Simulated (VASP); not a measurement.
TaGe3Pd2: single point with PBE

The system is TaGe3Pd2.

```
Ta Ge Pd
1.0
     3.16922    0.00000    0.00000
     0.00000    3.16922    0.00000
     0.00000    0.00000    9.71376
Ta Ge Pd
1 3 2
Direct
  0.00000 0.00000 0.00000
  0.50000 0.50000 0.18173
  0.50000 0.50000 0.50000
  0.50000 0.50000 0.81827
  0.00000 0.00000 0.33928
  0.00000 0.00000 0.66072
```

The cell was generated, and may not be a known phase.

- Program: VASP 6.6.1
- Task: single point
- Functional: PBE
- Potentials or basis: VASP PAW PBE potentials, release 64 (Ta_pv, Ge_d, Pd)
- Cutoff: 520 eV
- k mesh: 6 × 6 × 2
- Occupations: gaussian, width 0.1 eV
- Spin: no spin polarisation
- Dipole correction: no
- Further INCAR settings: ALGO = Normal; EDIFF = 1e-07; NBANDS = 46

* Pressure: -0.6 GPa
* Largest force: 0.497 eV/Å
* Band gap on the k mesh: zero (an odd number of electrons rules out a gap without spin polarisation)

Forces on the atoms (eV/Å):
```
Ta   0.000  0.000  0.000
Ge   0.000  0.000 -0.497
Ge   0.000  0.000  0.000
Ge   0.000  0.000  0.497
Pd   0.000  0.000 -0.350
Pd   0.000  0.000  0.350
```

Stress tensor (GPa, compression positive):
```
-0.96  0.00  0.00
 0.00 -0.96  0.00
 0.00  0.00 -0.03
```

Levels at points of the mesh, in eV from the Fermi level:
```tsv
k point	band 33	band 34	band 35	band 36	band 37	band 38	band 39	band 40
(0.00, 0.00, 0.00)	-2.16	-1.44	0.31	0.31	0.83	1.77	2.12	2.12
(0.50, 0.00, 0.00)	-2.75	-1.91	-1.61	-1.27	-0.01	0.52	1.61	2.82
(0.50, 0.50, 0.00)	-2.37	-1.85	-1.82	-0.52	0.15	0.75	0.75	1.68
(0.00, 0.00, 0.50)	-2.16	-0.55	-0.47	0.11	0.11	1.52	2.87	3.11
(0.50, 0.00, 0.50)	-2.74	-2.46	-1.44	-1.24	0.00	0.53	1.60	2.41
(0.50, 0.50, 0.50)	-1.50	-1.50	-1.48	-0.55	-0.55	-0.24	-0.19	2.12
```

Run time: 52 s on 1 thread of AMD EPYC 9R45 96-Core Processor (Zen 5), on a shared host, peak memory 0.21 GiB.

Caveat: spin-orbit coupling is left out, which moves the levels of the heavy elements; an odd number of electrons without spin polarisation forces a metal; a magnetic or distorted state may lie lower.
